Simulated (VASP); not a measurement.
# TiSe2 (P-3m1) in VASP: relaxation of cell and atoms with r2SCAN

Aim: the relaxation of cell and atoms of TiSe2 with r2SCAN.

Everything below comes from runs of VASP 6.6.1. Logs are shortened: lines on timing, memory, paths and dates and some standing lists are left out, and cuts for length are marked.

**1. The cell of the first run**

Symmetry: P-3m1, No. 164, trigonal system. The conventional cell has a = 3.536 Å, b = 3.536 Å, c = 6.004 Å, α = 90.00°, β = 90.00°, γ = 120.00°. Within 3.4 Å of Ti (site symmetry -3m) lie 6 Se at 2.55 Å. Within 3.4 Å of Se (site symmetry 3m) lie 3 Ti at 2.55 Å.

**2. Relaxation of cell and atoms, r2SCAN**

File POSCAR:

```
TiSe2
1.0
    3.5360000000      0.0000000000      0.0000000000
   -1.7680000000      3.0622658278      0.0000000000
    0.0000000000      0.0000000000      6.0040000000
Ti Se
1 2
Direct
    0.0000000000      0.0000000000      0.0000000000
    0.3333333333      0.6666666667      0.2552000000
    0.6666666667      0.3333333333      0.7448000000
```

File INCAR.step1:

```
PREC = Accurate ; ENCUT = 550
ISMEAR = -1 ; SIGMA = 0.1
LREAL = False ; LASPH = True
NELM = 120 ; GGA = PE
ALGO = Normal ; EDIFF = 1E-5
LWAVE = True ; LCHARG = False
GGA_COMPAT = False ; IBRION = 2
ISIF = 3 ; EDIFFG = -0.005
NELMIN = 4 ; NSW = 100
```

File INCAR.step2:

```
PREC = Accurate ; ENCUT = 550
EDIFF = 1E-7 ; ISMEAR = -1
SIGMA = 0.1 ; LREAL = False
LASPH = True ; NELM = 120
ALGO = Normal ; ISIF = 3
LWAVE = False ; LCHARG = False
METAGGA = R2SCAN ; LMIXTAU = True
IBRION = 2 ; NSW = 100
EDIFFG = -0.002 ; ISTART = 1
GGA_COMPAT = False ; NELMIN = 4
```

File KPOINTS:

```
regular mesh
0
Gamma
  10 10 6
```

Potentials or basis: VASP PAW PBE potentials, release 64 (Ti_sv, Se).

Started as:

```
$ cat potpaw_PBE.64/Ti_sv/POTCAR potpaw_PBE.64/Se/POTCAR > POTCAR
$ cp INCAR.step1 INCAR
$ mpirun -np 1 vasp_std > vasp.out
$ cp INCAR.step2 INCAR
$ mpirun -np 1 vasp_std > vasp.out
```

OUTCAR:

```text
PREC = Accurate
   ENCUT = 550
   EDIFF = 1E-7
   ISMEAR = -1
   LREAL = False
   LASPH = True
   NELM = 120
   ISIF = 3
   METAGGA = R2SCAN
   IBRION = 2
   NSW = 100
   EDIFFG = -0.002
   ISTART = 1
   NELMIN = 4

 ion  position               nearest neighbor table
   1  0.000  0.000  0.000-   2 2.55   3 2.55   3 2.55   2 2.55   3 2.55   2 2.55
   2  0.333  0.667  0.255-   1 2.55   1 2.55   1 2.55
   3  0.667  0.333  0.745-   1 2.55   1 2.55   1 2.55

  LATTYP: Found a hexagonal cell.
 ALAT       =     3.5360000000
 C/A-ratio  =     1.6979638009

  Lattice vectors:

 A1 = (   3.5360000000,   0.0000000000,   0.0000000000)
 A2 = (  -1.7680000000,   3.0622658278,   0.0000000000)
 A3 = (   0.0000000000,   0.0000000000,   6.0040000000)

Analysis of symmetry for initial positions (statically):
=====================================================================
 Subroutine PRICEL returns:
 Original cell was already a primitive cell.

 Routine SETGRP: Setting up the symmetry group for a
 hexagonal supercell.

 Subroutine GETGRP returns: Found 12 space group operations
 (whereof 12 operations were pure point group operations)
 out of a pool of 24 trial point group operations.

The static configuration has the point symmetry D_3d.

Analysis of symmetry for dynamics (positions and initial velocities):
=====================================================================
 Subroutine PRICEL returns:
 Original cell was already a primitive cell.

 Routine SETGRP: Setting up the symmetry group for a
 hexagonal supercell.

 Subroutine GETGRP returns: Found 12 space group operations
 (whereof 12 operations were pure point group operations)
 out of a pool of 24 trial point group operations.

The dynamic configuration has the point symmetry D_3d.

 Subroutine INISYM returns: Found 12 space group operations
 (whereof 12 operations are pure point group operations),
 and found     1 'primitive' translations

----------------------------------------------------------------------------------------

                                     Primitive cell

  volume of cell :      65.0123

  direct lattice vectors                    reciprocal lattice vectors
     3.536000000  0.000000000  0.000000000     0.282805430  0.163277791  0.000000000
    -1.768000000  3.062265828  0.000000000     0.000000000  0.326555582  0.000000000
     0.000000000  0.000000000  6.004000000     0.000000000  0.000000000  0.166555630

  length of vectors
     3.536000000  3.536000000  6.004000000     0.326555582  0.326555582  0.166555630

  position of ions in fractional coordinates (direct lattice)
     0.000000000  0.000000000  0.000000000
     0.333333333  0.666666667  0.255200000
     0.666666667  0.333333333  0.744800000

  ion indices of the primitive-cell ions
   primitive index   ion index
                 1           1
                 2           2
                 3           3

----------------------------------------------------------------------------------------

 KPOINTS: regular mesh

Automatic generation of k-mesh.
 Grid dimensions read from file:
 generate k-points for:   10   10    6

 Generating k-lattice:

  Cartesian coordinates                     Fractional coordinates (reciprocal lattice)
     0.028280543  0.016327779  0.000000000     0.100000000  0.000000000  0.000000000
     0.000000000  0.032655558  0.000000000     0.000000000  0.100000000  0.000000000
     0.000000000  0.000000000  0.027759272     0.000000000  0.000000000  0.166666667

  Length of vectors
     0.032655558  0.032655558  0.027759272

  Shift w.r.t. Gamma in fractional coordinates (k-lattice)
     0.000000000  0.000000000  0.000000000

 Subroutine IBZKPT returns following result:
 ===========================================

 Found     72 irreducible k-points:

 Following reciprocal coordinates:
            Coordinates               Weight
  0.000000  0.000000  0.000000      1.000000
  0.100000  0.000000  0.000000      6.000000
  0.200000  0.000000  0.000000      6.000000
  0.300000  0.000000  0.000000      6.000000
  0.400000 -0.000000  0.000000      6.000000
  0.500000  0.000000  0.000000      3.000000
[... 16 lines left out ...]
  0.000000  0.400000  0.166667      6.000000
  0.500000  0.000000  0.166667      6.000000
 [... further k-points ...]
   k-points           NKPTS =     72   k-points in BZ     NKDIM =     72   number of bands    NBANDS=     16
   number of dos      NEDOS =    301   number of ions     NIONS =      3
   total plane-waves  NPLWV =  37632
   dimension x,y,z NGX =    28 NGY =   28 NGZ =   48
   dimension x,y,z NGXF=    56 NGYF=   56 NGZF=   96
   ions per type =               1   2
   NGX,Y,Z   is equivalent  to a cutoff of  13.16, 13.16, 13.29 a.u.
   NGXF,Y,Z  is equivalent  to a cutoff of  26.33, 26.33, 26.58 a.u.
 SYSTEM =  unknown system
   PREC   = accura    normal or accurate (medium, high low for compatibility)
   ISTART =      1    job   : 0-new  1-cont  2-samecut
   ICHARG =      0    charge: 1-file 2-atom 10-const
   ISPIN  =      1    spin polarized calculation?
   LNONCOLLINEAR =      F non collinear calculations
   LSORBIT =      F    spin-orbit coupling
   LASPH  =      T    aspherical Exc in radial PAW
   ENCUT  =  550.0 eV  40.42 Ry    6.36 a.u.   6.76  6.76 11.48*2*pi/ulx,y,z
   NELM   =    120;   NELMIN=  4; NELMDL=  0     # of ELM steps
   EDIFF  = 0.1E-06   stopping-criterion for ELM
   LREAL  =      F    real-space projection
   EDIFFG = -.2E-02   stopping-criterion for IOM
   NSW    =    100    number of steps for IOM
   IBRION =      2    ionic relax: 0-MD 1-quasi-New 2-CG
   NFREE  =      1    steps in history (QN), initial steepest desc. (CG)
   ISIF   =      3    stress and relaxation
   ISYM   =      2    0-nonsym 1-usesym 2-fastsym
   POTIM  = 0.5000    time-step for ionic-motion
   TEBEG  =    0.0;   TEEND  =   0.0 temperature during run
   PSTRESS=    0.0 pullay stress
   NELECT =      24.0000    total number of electrons
   NUPDOWN=      -1.0000    fix difference up-down
   EMIN   =  10.00;   EMAX   =-10.00  energy-range for DOS
   EFERMI =   0.00;   METHOD = LEGACY
   ISMEAR =    -1;   SIGMA  =   0.10  broadening in eV -4-tet -1-fermi 0-gaus
   EFERMI_NEDOS =   21; number of points for ismear=-14 and -15
   IALGO  =     38    algorithm
   IMIX   =      4    mixing-type and parameters
     AMIX     =   0.40;   BMIX     =  1.00
     AMIX_MAG =   1.60;   BMIX_MAG =  1.00
  volume/ion in A,a.u.               =      21.67       146.24
  Fermi-wavevector in a.u.,A,eV,Ry     =   1.174393  2.219280 18.765127  1.379198
  Thomas-Fermi vector in A             =   2.310790
   LORBIT       =      0    0 simple, 1 ext, 2 COOP (PROOUT), +10 PAW based schemes
   METAGGA = R2SCAN    functional components
   LHFCALC =     F    Hartree Fock is set to
   AEXX    =    0.0000 exact exchange contribution
   IVDW    =     0    specifies the selected vdW correction
   LEPSILON=     F    determine dielectric tensor
   LRPA    =     F    only Hartree local field effects (RPA)
 conjugate gradient relaxation of ions
 non-spin polarized calculation
  energy-cutoff  :      550.00
  volume of cell :       65.01
 maximum number of plane-waves:      1919
 NGX is ok and might be reduce to    28
   NGX = 13   NGY = 13   NGZ = 23

--------------------------------------- Ionic step        1  -------------------------------------------

 number of electron      24.0000001 magnetization

 Free energy of the ion-electron system (eV)
  ---------------------------------------------------
  ext. energy  EPLUGINS =         0.00000000
  ---------------------------------------------------
  free energy    TOTEN  =       -45.47914370 eV

  energy without entropy =      -45.45841515  energy(sigma->0) =      -45.46877943

------------------------ aborting loop because EDIFF is reached ----------------------------------------

  FORCE on cell =-STRESS in cart. coord.  units (eV):
  Direction    XX          YY          ZZ          XY          YZ          ZX
  --------------------------------------------------------------------------------------
  -------------------------------------------------------------------------------------
  Total        0.4786901      0.4786901      0.3639653     -0.0000000     -0.0000000      0.0000000
  in kB       11.7969356     11.7969356      8.9696337     -0.0000000     -0.0000000      0.0000000
  external PRESSURE =      10.8545017 kB  Pullay stress =       0.0000000 kB
[... 92 lines left out ...]
  FREE ENERGIE OF THE ION-ELECTRON SYSTEM (eV)
  ---------------------------------------------------
  free  energy   TOTEN  =       -45.4846720015 eV

  energy  without entropy=      -45.4641136066  energy(sigma->0) =      -45.47439280

[... ionic steps 4 to 17 ...]

--------------------------------------- Ionic step       18  -------------------------------------------

 number of electron      23.9999993 magnetization

------------------------ aborting loop because EDIFF is reached ----------------------------------------

  FORCE on cell =-STRESS in cart. coord.  units (eV):
  Direction    XX          YY          ZZ          XY          YZ          ZX
  --------------------------------------------------------------------------------------
  -------------------------------------------------------------------------------------
  Total        0.0036155      0.0036155      0.0092238     -0.0000000      0.0000000      0.0000000
  in kB        0.0836232      0.0836232      0.2133382     -0.0000000      0.0000000      0.0000000
  external PRESSURE =       0.1268616 kB  Pullay stress =       0.0000000 kB
[... 59 lines left out ...]
  energy  without entropy=      -45.4837911569  energy(sigma->0) =      -45.49250914

--------------------------------------- Ionic step       20  -------------------------------------------

 number of electron      23.9999993 magnetization

 Free energy of the ion-electron system (eV)
  ---------------------------------------------------
  ext. energy  EPLUGINS =         0.00000000
  ---------------------------------------------------
  free energy    TOTEN  =       -45.50122695 eV

  energy without entropy =      -45.48378807  energy(sigma->0) =      -45.49250751

 E-fermi :   4.0242     XC(G=0): -10.1104

 val. band max:        3.7783282091   @ k =   0.1000   0.0000   0.0000
 cond. band min:       4.0397077314   @ k =   0.5000   0.0000   0.5000
 fundamental gap:      0.2613795223
 Fermi energy:         4.0241597774

 k-point     1 :       0.0000    0.0000    0.0000
  band No.  band energies     occupation
      1     -56.1677      2.00000
      2     -31.3389      2.00000
      3     -31.3289      2.00000
      4     -31.3289      2.00000
      5     -10.3692      2.00000
      6      -9.0876      2.00000
[... 8 lines left out ...]
     15       4.8639      0.00045
     16       7.4757      0.00000
[... 420 lines left out ...]
  band No.  band energies     occupation
      1     -56.1607      2.00000
      2     -31.4129      2.00000
      3     -31.3480      2.00000
      4     -31.3200      2.00000
      5      -8.8677      2.00000
      6      -8.7649      2.00000
[... 8 lines left out ...]
     15       5.8360      0.00000
     16       7.4767      0.00000

 [... further k-points ...]
[... 5 lines left out ...]
  --------------------------------------------------------------------------------------
  -------------------------------------------------------------------------------------
  Total        0.0025670      0.0025670      0.0000441     -0.0000000      0.0000000      0.0000000
  in kB        0.0593665      0.0593665      0.0010209     -0.0000000      0.0000000      0.0000000
  external PRESSURE =       0.0399180 kB  Pullay stress =       0.0000000 kB
[... 18 lines left out ...]
  FREE ENERGIE OF THE ION-ELECTRON SYSTEM (eV)
  ---------------------------------------------------
  free  energy   TOTEN  =       -45.5012269489 eV

  energy  without entropy=      -45.4837880696  energy(sigma->0) =      -45.49250751

 reached required accuracy - stopping structural energy minimisation
```

Run time: 63 min. Hardware: 1 thread of Intel Xeon 6975P-C (Granite Rapids), shared host; peak memory 0.27 GiB.

Results:

```yaml
Free_energy: -45.5012 eV
Relaxed_volume: 23.09 Å³/atom
Relaxed_cell: a = 3.560 Å, b = 3.560 Å, c = 6.312 Å, α = 90.00°, β = 90.00°, γ = 120.00°
Space_group_after_relaxing_to_0.1_Å: P-3m1 (No. 164)
Energy_gained_by_relaxing: 7.4 meV/atom
Ionic_steps: 20
Pressure_after_relaxing: 0.0 GPa
Band_gap_on_the_k_mesh: zero (bands 12 and 13 overlap by 0.27 eV)
```

The path:
| step | energy change (eV) | largest force (eV/Å) | pressure (GPa) | volume (Å³) |
| --- | --- | --- | --- | --- |
| 1 | 0.0000 | 0.1406 | 1.09 | 65.01 |
| 2 | -0.0055 | 0.2629 | -0.43 | 66.40 |
| 3 | -0.0055 | 0.2604 | -0.40 | 66.37 |
| 4 | -0.0107 | 0.1408 | -0.17 | 66.76 |
| 5 | -0.0129 | 0.0078 | 0.10 | 67.19 |
| 6 | -0.0161 | 0.0111 | 0.07 | 67.53 |
| 7 | -0.0214 | 0.0249 | 0.03 | 68.55 |
| 8 | -0.0218 | 0.0321 | 0.02 | 68.90 |
| 9 | -0.0218 | 0.0329 | 0.02 | 68.93 |
| 10 | -0.0221 | 0.0041 | 0.08 | 69.14 |
| 11 | -0.0221 | 0.0096 | 0.09 | 69.18 |
| 12 | -0.0219 | 0.0246 | -0.23 | 69.54 |
| 13 | -0.0221 | 0.0003 | 0.00 | 69.28 |
| 14 | -0.0221 | 0.0002 | 0.00 | 69.28 |
| 15 | -0.0221 | 0.0019 | -0.02 | 69.30 |
| 16 | -0.0221 | 0.0005 | -0.01 | 69.28 |
| 17 | -0.0221 | 0.0024 | 0.03 | 69.26 |
| 18 | -0.0221 | 0.0010 | 0.01 | 69.27 |
| 19 | -0.0221 | 0.0007 | 0.01 | 69.27 |
| 20 | -0.0221 | 0.0017 | 0.00 | 69.28 |

Final structure:
```
Ti Se
1.0
     3.56001    0.00000    0.00000
    -1.78001    3.08306    0.00000
     0.00000    0.00000    6.31183
Ti Se
1 2
Direct
  0.00000 0.00000 0.00000
  0.33333 0.66667 0.24099
  0.66667 0.33333 0.75901
```

Caveat: the PAW data sets were made with another functional, which shifts forces and pressure a little. Zero-point motion and thermal expansion aren't in these numbers.
